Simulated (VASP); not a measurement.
# O in VASP: notebook, part 2 of 2

VASP 6.6.1. The steps go on from the part before.

## 3. Single point, LDA, collinear spin, ferromagnetic start

Contents of INCAR:

```
  PREC = Accurate
  ENCUT = 1000
  EDIFF = 1E-6
  ISMEAR = -1
  SIGMA = 0.05
  LREAL = Auto
  LASPH = T
  NELM = 200
  ALGO = Normal
  ISIF = 2
  LWAVE = F
  LCHARG = F
  ISPIN = 2
  MAGMOM = 1 1 1 1 1 1 1 1 1 1 1 1 1 1 1 1 1 1 1 1
  LORBIT = 11
  GGA = CA
  NBANDS = 80
  GGA_COMPAT = F
```

Contents of KPOINTS:

```
regular mesh
0
Gamma
  1 1 1
```

Contents of POSCAR:

```
O
1.0
    7.2176520000      0.0000000000      0.0000000000
    0.0000000000      7.2176520000      0.0000000000
    0.0000000000      0.0000000000      7.2176520000
O
20
Direct
    0.5377649130      0.6800688091      0.3888799294
    0.6583165827      0.6277803363      0.4904226471
    0.7121706616      0.7035529006      0.8664590645
    0.6972350565      0.6452098272      1.0193342655
    0.3348595915      0.2989199258      0.8862300371
    0.1860993021      0.2212769471      0.8696734063
    0.4030396589      1.0249177988      0.5810061222
    0.2749786219      1.0010596244      0.4751545239
    0.7668837456      0.0731816940      0.3632760349
    0.8145446746     -0.0697595284      0.2930592941
    1.0986398347      0.7596791865      0.6640940849
    1.2194131831      0.7617020050      0.7802675995
    0.6285839218      0.2978392419      0.6326295588
    0.7300850748      0.1990952182      0.7263719559
    0.2104146889      0.3941309445      0.5401341046
    0.0488663072      0.4030535138      0.5059955786
    0.3833379609      0.9303025416      0.0612387519
    0.5394275036      0.9840873459      0.0435875822
    0.0982036818      0.5727485892      0.2025450936
    0.0807464810      0.6563907487      0.0625826792
```

Potentials or basis: VASP PAW LDA potentials, release 64 (O_h).

The run is started by

```bash
$ cat potpaw_LDA.64/O_h/POTCAR > POTCAR
$ mpirun -np 1 vasp_gam > vasp.out
```

OUTCAR:

```text
PREC = Accurate
   ENCUT = 1000
   EDIFF = 1E-6
   ISMEAR = -1
   LREAL = Auto
   LASPH = T
   NELM = 200
   ISIF = 2
   ISPIN = 2
   LORBIT = 11
   GGA = CA

 ion  position               nearest neighbor table
   1  0.538  0.680  0.389-   2 1.20
   2  0.658  0.628  0.490-   1 1.20
   3  0.712  0.704  0.866-   4 1.19
   4  0.697  0.645  0.019-   3 1.19
   5  0.335  0.299  0.886-   6 1.22
   6  0.186  0.221  0.870-   5 1.22
[... 12 lines left out ...]
  19  0.098  0.573  0.203-  20 1.18
  20  0.081  0.656  0.063-  19 1.18

  LATTYP: Found a simple cubic cell.
 ALAT       =     7.2176520000

  Lattice vectors:

 A1 = (   7.2176520000,   0.0000000000,   0.0000000000)
 A2 = (   0.0000000000,   7.2176520000,   0.0000000000)
 A3 = (   0.0000000000,   0.0000000000,   7.2176520000)

Analysis of symmetry for initial positions (statically):
=====================================================================
 Subroutine PRICEL returns:
 Original cell was already a primitive cell.

 Routine SETGRP: Setting up the symmetry group for a
 simple cubic supercell.

 Subroutine GETGRP returns: Found  1 space group operations
 (whereof  1 operations were pure point group operations)
 out of a pool of 48 trial point group operations.

The static configuration has the point symmetry C_1 .

Analysis of symmetry for dynamics (positions and initial velocities):
=====================================================================
 Subroutine PRICEL returns:
 Original cell was already a primitive cell.

 Routine SETGRP: Setting up the symmetry group for a
 simple cubic supercell.

 Subroutine GETGRP returns: Found  1 space group operations
[... 185 lines left out ...]

 k-point     1 :       0.0000    0.0000    0.0000
  band No.  band energies     occupation
      1     -29.2937      1.00000
      2     -29.2175      1.00000
      3     -29.0341      1.00000
      4     -28.9641      1.00000
      5     -28.9120      1.00000
      6     -28.8490      1.00000
[... 64 lines left out ...]
     71       3.7466      0.00000
     72       4.6867      0.00000
 Fermi energy:        -1.6616368835

 spin component 2

 k-point     1 :       0.0000    0.0000    0.0000
  band No.  band energies     occupation
      1     -28.0949      1.00000
      2     -28.0173      1.00000
      3     -27.8358      1.00000
      4     -27.7607      1.00000
      5     -27.7068      1.00000
      6     -27.6411      1.00000
[... 64 lines left out ...]
     71       4.1436      0.00000
     72       5.1990      0.00000
 [bands above 72 left out]

------------------------ aborting loop because EDIFF is reached ----------------------------------------

  FORCE on cell =-STRESS in cart. coord.  units (eV):
  Direction    XX          YY          ZZ          XY          YZ          ZX
  --------------------------------------------------------------------------------------
  -------------------------------------------------------------------------------------
  Total        0.9472161      2.3288527      5.1479589      0.7013126     -2.2121238     -1.1029663
  in kB        4.0361921      9.9234982     21.9360204      2.9883702     -9.4261034     -4.6998611
  external PRESSURE =      11.9652369 kB  Pullay stress =       0.0000000 kB

 VOLUME and BASIS-vectors are now :
 -----------------------------------------------------------------------------
  energy-cutoff  :     1000.00
  volume of cell :      376.00
      direct lattice vectors                 reciprocal lattice vectors
     7.217652000  0.000000000  0.000000000     0.138549212  0.000000000  0.000000000
     0.000000000  7.217652000  0.000000000     0.000000000  0.138549212  0.000000000
     0.000000000  0.000000000  7.217652000     0.000000000  0.000000000  0.138549212

 POSITION                                       TOTAL-FORCE (eV/Angst)
 -----------------------------------------------------------------------------------
      3.88140      4.90850      2.80680        -0.549025      0.189116     -0.359693
      4.75150      4.53110      3.53970         0.472228     -0.099210      0.296978
      5.14020      5.07800      6.25380         0.203411      0.494356     -1.545012
      5.03240      4.65690      0.13955        -0.153290     -0.654565      1.495015
      2.41690      2.15750      6.39650        -0.791336     -0.375871      0.039640
      1.34320      1.59710      6.27700         0.706430      0.405372      0.109309
[... 12 lines left out ...]
      0.70880      4.13390      1.46190         0.159183     -0.877310      1.493307
      0.58280      4.73760      0.45170        -0.276843      0.844724     -1.277738
 -----------------------------------------------------------------------------------
    total drift:                               -0.001644     -0.000987     -0.002525

  FREE ENERGIE OF THE ION-ELECTRON SYSTEM (eV)
  ---------------------------------------------------
  free  energy   TOTEN  =      -107.2852909655 eV

  energy  without entropy=     -107.2836984888  energy(sigma->0) =     -107.28449473

 total charge

# of ion       s       p       d       tot
------------------------------------------
    1        1.075   2.235   0.000   3.310
    2        1.077   2.231   0.000   3.309
    3        1.075   2.243   0.000   3.318
    4        1.075   2.245   0.000   3.320
    5        1.078   2.217   0.000   3.295
    6        1.078   2.217   0.000   3.295
[... 12 lines left out ...]
   19        1.075   2.246   0.000   3.322
   20        1.076   2.247   0.000   3.323
--------------------------------------------------
tot         21.537  44.611   0.000  66.147

 magnetization (x)

# of ion       s       p       d       tot
------------------------------------------
    1        0.013   0.602   0.000   0.615
    2        0.014   0.610   0.000   0.625
    3        0.014   0.606   0.000   0.620
    4        0.013   0.605   0.000   0.618
    5        0.013   0.607   0.000   0.620
    6        0.013   0.605   0.000   0.618
[... 12 lines left out ...]
   19        0.013   0.604   0.000   0.617
   20        0.014   0.607   0.000   0.621
--------------------------------------------------
tot          0.271  12.116   0.000  12.386
```

It took 3.9 min on 1 thread of Intel Xeon Platinum 8259CL at 2.50GHz (Skylake/Cascade Lake), shared host; peak memory 0.77 GiB.

Results:

```yaml
Free_energy: -107.2853 eV
Pressure: 1.2 GPa
Largest_force: 1.739 eV/Å
Net_moment: 20.00 μB per cell
Site_moments: O +0.61, +0.62, +0.63 (each value once) μB
Valence_electrons_inside_the_program's_atomic_spheres: O 3.31, 3.32, 3.29, 3.30 (each value once)
```

Forces in eV/Å, atoms in the order of the input:
```
O   -0.549  0.189 -0.360
O    0.472 -0.099  0.297
O    0.203  0.494 -1.545
O   -0.153 -0.655  1.495
O   -0.791 -0.376  0.040
O    0.706  0.405  0.109
O   -0.353 -0.116 -0.377
O    0.477  0.260  0.083
O   -0.117  0.390  0.128
O    0.303 -0.399 -0.175
O   -0.024 -0.210  0.295
O   -0.108  0.026 -0.518
O    1.012 -0.726  0.859
O   -0.843  0.809 -0.688
O    0.935  0.012  0.111
O   -1.004 -0.104 -0.074
O   -0.545 -0.201  0.169
O    0.496  0.331 -0.063
O    0.159 -0.877  1.493
O   -0.277  0.845 -1.278
```

Stress tensor (GPa, compression positive):
```
 0.40  0.30 -0.47
 0.30  0.99 -0.94
-0.47 -0.94  2.19
```

Caveat: the k points lie up to 0.87 Å⁻¹ apart, too coarse for converged energies, forces and pressures; the atoms stand as in a frame of molecular dynamics.

## 4. Single point, LDA, collinear spin, ferromagnetic start

Contents of INCAR:

```
ALGO = Normal
EDIFF = 1E-6
ENCUT = 1000
GGA_COMPAT = False
ISIF = 2
ISMEAR = -1
ISPIN = 2
LASPH = True
LCHARG = False
LORBIT = 11
LREAL = Auto
LWAVE = False
MAGMOM = 0.54 0.55 0.54 0.54 0.55 0.54 0.54 0.55 0.54 0.54 0.54 0.54 0.55 0.54 0.54 0.54 0.55 0.54 0.54 0.55
NBANDS = 80
NELM = 200
PREC = Accurate
SIGMA = 0.05
```

Contents of KPOINTS:

```
k-points
0
Gamma
  1 1 1
```

Contents of POSCAR:

```
O
1.0
    7.2176520000      0.0000000000      0.0000000000
    0.0000000000      7.2176520000      0.0000000000
    0.0000000000      0.0000000000      7.2176520000
O
20
Direct
    0.5258358258      0.5269303646      0.5206817951
    0.5805212000      0.4378293661      0.3927315975
    0.7480687625      0.7006987868      0.7806693922
    0.7583906789      0.5522571606      0.8579244330
    0.4204830047      0.4597201417      1.0543179416
    0.3218498204      0.4214805591      0.9303441064
    0.3774634743      0.9906130138      0.5459670264
    0.4128627980      1.0412943157      0.3975808199
    0.8385552531      0.0836837243      0.2668596380
    0.7540402336     -0.0480211570      0.2068262643
    0.9966953242      0.8483645374      0.5471862595
    1.0479862426      0.8679692509      0.7036775949
    0.7635308546      0.1687806505      0.8837222964
    0.7342276962      0.0757864192      0.7502578401
    0.1439526317      0.3311741824      0.4582238102
    0.1394220724      0.4166867563      0.5961495511
    0.4132784457      0.8874631251     -0.0639266066
    0.3777682825      1.0463375070     -0.0727383365
   -0.0864269987      0.5898178521      0.2217618694
    0.0668361401      0.6564323134      0.2135320462
```

Potentials or basis: VASP PAW LDA potentials, release 64 (O_h).

The run is started by

```bash
$ cat potpaw_LDA.64/O_h/POTCAR > POTCAR
$ mpirun -np 1 vasp_gam > vasp.out
```

OUTCAR:

```text
EDIFF = 1E-6
   ENCUT = 1000
   ISIF = 2
   ISMEAR = -1
   ISPIN = 2
   LASPH = True
   LORBIT = 11
   LREAL = Auto
   NELM = 200
   PREC = Accurate

 ion  position               nearest neighbor table
   1  0.526  0.527  0.521-   2 1.19
   2  0.581  0.438  0.393-   1 1.19
   3  0.748  0.701  0.781-   4 1.21
   4  0.758  0.552  0.858-   3 1.21
   5  0.420  0.460  0.054-   6 1.18
   6  0.322  0.421  0.930-   5 1.18
[... 12 lines left out ...]
  19  0.914  0.590  0.222-  20 1.21
  20  0.067  0.656  0.214-  19 1.21

  LATTYP: Found a simple cubic cell.
 ALAT       =     7.2176520000

  Lattice vectors:

 A1 = (   7.2176520000,   0.0000000000,   0.0000000000)
[... 390 lines left out ...]
      5.47380      3.98600      6.19220        -0.000179      0.226197     -0.203250
      3.03490      3.31810      0.39205         1.505086      0.594800      1.935791
      2.32300      3.04210      6.71490        -1.529157     -0.531512     -1.945167
[... 12 lines left out ...]
      6.59385      4.25710      1.60060         0.118551      0.001185      0.040554
      0.48240      4.73790      1.54120        -0.088810     -0.053181     -0.059686
 -----------------------------------------------------------------------------------
    total drift:                                0.001170     -0.003248      0.002640

  FREE ENERGIE OF THE ION-ELECTRON SYSTEM (eV)
  ---------------------------------------------------
  free  energy   TOTEN  =      -107.3863691692 eV

  energy  without entropy=     -107.3862189638  energy(sigma->0) =     -107.38629407

 total charge

# of ion       s       p       d       tot
------------------------------------------
    1        1.075   2.240   0.000   3.315
    2        1.076   2.237   0.000   3.313
    3        1.078   2.225   0.000   3.303
    4        1.078   2.222   0.000   3.300
    5        1.074   2.252   0.000   3.326
    6        1.074   2.252   0.000   3.327
[... 12 lines left out ...]
   19        1.078   2.223   0.000   3.301
   20        1.077   2.226   0.000   3.302
--------------------------------------------------
tot         21.507  44.825   0.000  66.331

 magnetization (x)

# of ion       s       p       d       tot
------------------------------------------
    1        0.013   0.601   0.000   0.614
    2        0.013   0.609   0.000   0.623
    3        0.014   0.611   0.000   0.624
    4        0.014   0.606   0.000   0.620
    5        0.014   0.605   0.000   0.619
    6        0.013   0.603   0.000   0.616
[... 12 lines left out ...]
   19        0.014   0.609   0.000   0.623
   20        0.013   0.603   0.000   0.616
--------------------------------------------------
tot          0.266  12.097   0.000  12.363
```

stdout:

```text
POSCAR found type information on POSCAR O
 POSCAR found :  1 types and      20 ions
 scaLAPACK will be used
 LDA part: xc-table for (Slater(with rela. corr.)+CA(PZ))
 , standard interpolation
 POSCAR, INCAR and KPOINTS ok, starting setup
 FFT: planning ... GRIDC
 FFT: planning ... GRID_SOFT
 FFT: planning ... GRID
 WAVECAR not read
 entering main loop
```

Wall time 6.1 min (1 thread of AMD EPYC 7R43 (Zen 3), shared host); peak memory 0.77 GiB.

What came out:

```yaml
Free_energy: -107.3864 eV
Pressure: 2.4 GPa
Largest_force: 4.165 eV/Å
Net_moment: 20.00 μB per cell
Site_moments: O +0.61, +0.62 (each value once) μB
Valence_electrons_inside_the_program's_atomic_spheres: O 3.31, 3.30, 3.33, 3.34 (each value once)
```

Forces in eV/Å, atoms in the order of the input:
```
O   -0.409  0.597  0.806
O    0.435 -0.630 -0.815
O   -0.206 -0.371  0.315
O    0.000  0.226 -0.203
O    1.505  0.595  1.936
O   -1.529 -0.532 -1.945
O   -0.891 -1.284  3.731
O    0.932  1.281 -3.852
O   -0.178 -0.176 -0.105
O    0.170  0.213  0.126
O   -0.111 -0.057 -0.585
O    0.415  0.121  0.560
O    0.239  0.565  0.878
O   -0.261 -0.426 -0.949
O    0.093 -1.569 -2.488
O   -0.178  1.581  2.491
O    0.509 -2.456  0.180
O   -0.564  2.372 -0.060
O    0.119  0.001  0.041
O   -0.089 -0.053 -0.060
```

Stress tensor (GPa, compression positive):
```
0.83 0.04 0.04
0.04 1.96 0.67
0.04 0.67 4.48
```

Levels at points of the mesh, in eV from the Fermi level:
Spin up:
```
           k point  band 68  band 69  band 70  band 71  band 72  band 73
(0.00, 0.00, 0.00)    -0.57    -0.53    -0.46     5.33     6.50     6.78
```
Spin down:
| k point | band 47 | band 48 | band 49 | band 50 | band 51 | band 52 | band 53 | band 54 |
| --- | --- | --- | --- | --- | --- | --- | --- | --- |
| (0.00, 0.00, 0.00) | -5.96 | -5.86 | -5.80 | -5.72 | 0.45 | 0.60 | 0.67 | 0.69 |

Caveat: the k points lie up to 0.87 Å⁻¹ apart, too coarse for converged energies, forces and pressures.

## 5. Summary

| cell | pressure (GPa) | moment (μB) | largest force (eV/Å) |
| --- | --- | --- | --- |
| as given, atomic positions A | 1.8 | 20.00 | 3.30 |
| as given, atomic positions B | 1.2 | 20.00 | 1.74 |
| as given, atomic positions C | 2.4 | 20.00 | 4.17 |

Alike in all rows: task single point; level LDA; potentials or basis VASP PAW LDA potentials, release 64 (O_h); spin collinear, ferromagnetic start; k mesh 1 × 1 × 1; cutoff (eV) 1000; smearing fermi-dirac 0.05 eV.

Caveats: all runs use coarse meshes; the atoms stand as in a frame of molecular dynamics (at least some runs).

Absolute energies hang on the potentials; compare differences alone.
